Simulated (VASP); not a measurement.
Ir2Ru:

```
Ru Ir
1.0
     2.68477    0.00000    0.00000
    -1.34238    2.32508    0.00000
     0.00000    0.00000   13.39332
Ru Ir
2 4
Direct
  0.66667 0.33333 0.91667
  0.33333 0.66667 0.08333
  0.66667 0.33333 0.25000
  0.66667 0.33333 0.58333
  0.33333 0.66667 0.75000
  0.33333 0.66667 0.41667
```

* Program: VASP 6.6.1
* Task: relaxation of cell and atoms
* Functional: PBE
* Potentials or basis: VASP PAW PBE potentials, release 64 (Ru_pv, Ir)
* Cutoff: 600 eV
* k mesh: 6 × 6 × 2
* Occupations: gaussian, width 0.1 eV
* Spin: no spin polarisation

At the start: pressure 11.2 GPa; volume 13.93 Å³/atom.

Task: Where does the relaxation end?

Result: Over 12 steps the energy falls by 65.5 meV/atom and the volume is 14.34 Å³/atom (+2.9 %); space group P-3m1 (No. 164, to 0.1 Å) before and after.

Step by step:
| step | energy change (eV) | largest force (eV/Å) | pressure (GPa) | volume (Å³) |
| --- | --- | --- | --- | --- |
| 1 | 0.0000 | 0.6650 | 11.24 | 83.61 |
| 2 | 0.5940 | 0.2476 | -25.94 | 95.68 |
| 3 | -0.2739 | 0.5292 | -6.11 | 87.75 |
| 4 | -0.2752 | 0.5342 | -5.69 | 87.55 |
| 5 | -0.2422 | 0.3043 | 7.61 | 84.51 |
| 6 | -0.3595 | 0.4558 | -0.08 | 86.14 |
| 7 | -0.3595 | 0.4533 | 0.07 | 86.10 |
| 8 | -0.3822 | 0.2609 | 0.44 | 85.96 |
| 9 | -0.3914 | 0.1098 | 0.98 | 85.79 |
| 10 | -0.3860 | 0.0240 | -2.88 | 86.80 |
| 11 | -0.3926 | 0.0705 | -0.22 | 86.10 |
| 12 | -0.3931 | 0.0183 | 0.04 | 86.03 |

Final structure:
```xyz
6
Lattice="2.7629 0.0000 0.0000 -1.3815 2.3927 0.0000 0.0000 0.0000 13.0131" Properties=species:S:1:pos:R:3 pbc="T T T"
Ru    1.3815    0.7976   11.9717
Ru    0.0000    1.5952    1.0413
Ir    1.3815    0.7976    3.1851
Ir    1.3815    0.7976    7.6101
Ir    0.0000    1.5952    9.8279
Ir    0.0000    1.5952    5.4030
```

Caveat: the k points lie up to 0.44 Å⁻¹ apart in the final cell; the highest band is partly filled, so the run has too few bands.
